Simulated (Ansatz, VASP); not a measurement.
Given: the input of a run of VASP 6.6.1 on SnTe3.

INCAR

```
SYSTEM = SnTe3
ALGO = Normal
EDIFF = 1E-6
ENCUT = 520
GGA = CA
ISIF = 2
ISMEAR = -1
LASPH = .True.
LCHARG = .False.
LREAL = .False.
LWAVE = .False.
NBANDS = 24
NELM = 80
PREC = Accurate
SIGMA = 0.05
```

File KPOINTS:

```
k-points
0
Gamma
  6 6 6
  0 0 0
```

The input POSCAR:

```
SnTe3
1.0
    0.0000000000      3.8353039977      3.8353039977
    3.8353039977      0.0000000000      3.8353039977
    3.8353039977      3.8353039977      0.0000000000
Te Sn
3 1
Direct
    0.5000000000      0.5000000000      0.5000000000
    0.7500000000      0.7500000000      0.7500000000
    0.2500000000      0.2500000000      0.2500000000
    0.0000000000      0.0000000000      0.0000000000
```

Potentials or basis: VASP PAW LDA potentials, release 64 (Te, Sn_d).

Launch:

```sh
$ cat potpaw_LDA.64/Te/POTCAR potpaw_LDA.64/Sn_d/POTCAR > POTCAR
$ mpirun -np 1 vasp_std > vasp.out
```

Set up the same calculation for Ansatz 0.2.0. Potentials there: all-electron LAPW, scalar-relativistic.

As run (the cutoff follows the program's own potentials):

The input input.yaml:

```yaml
crystal:
  lattice:
    - [0.0, 3.8353039977, 3.8353039977]
    - [3.8353039977, 0.0, 3.8353039977]
    - [3.8353039977, 3.8353039977, 0.0]
  atoms:
    - { symbol: Te, position: [0.5, 0.5, 0.5] }
    - { symbol: Te, position: [0.75, 0.75, 0.75] }
    - { symbol: Te, position: [0.25, 0.25, 0.25] }
    - { symbol: Sn, position: [0.0, 0.0, 0.0] }
kpoints:
  mp_grid: { grid: [6, 6, 6] }
scf:
  occupations: { method: fermi_dirac, width: 0.05 }
hamiltonian:
  xc: lda
  pseudopotentials: { kind: all_electron, lapw: { basis_error: 0.002 } }
output:
  forces: true
  stress: true
  eigenvalues: true
```

Potentials or basis: all-electron LAPW, scalar-relativistic.

The run is started by

```console
$ ansatz run input.yaml --threads 2 --pin off --max-ram 8192MiB --backend cpu --events-out ev --progress --plain --runs-dir out
```

Both were run:

|  | VASP | Ansatz | Ansatz less VASP |
| --- | --- | --- | --- |
| gap on the k mesh at the Fermi level (eV) | none | none | - |
| pressure (GPa) | -2.9 | -2.9 | +0.01 |

LDA's correlation is that of Perdew and Zunger in VASP and of Perdew and Wang (1992) in Ansatz. A gap of «none» marks a metal or a gap that the smearing closes. Ansatz ran all-electron here, and VASP with PAW potentials.

Spin-orbit coupling is off throughout.
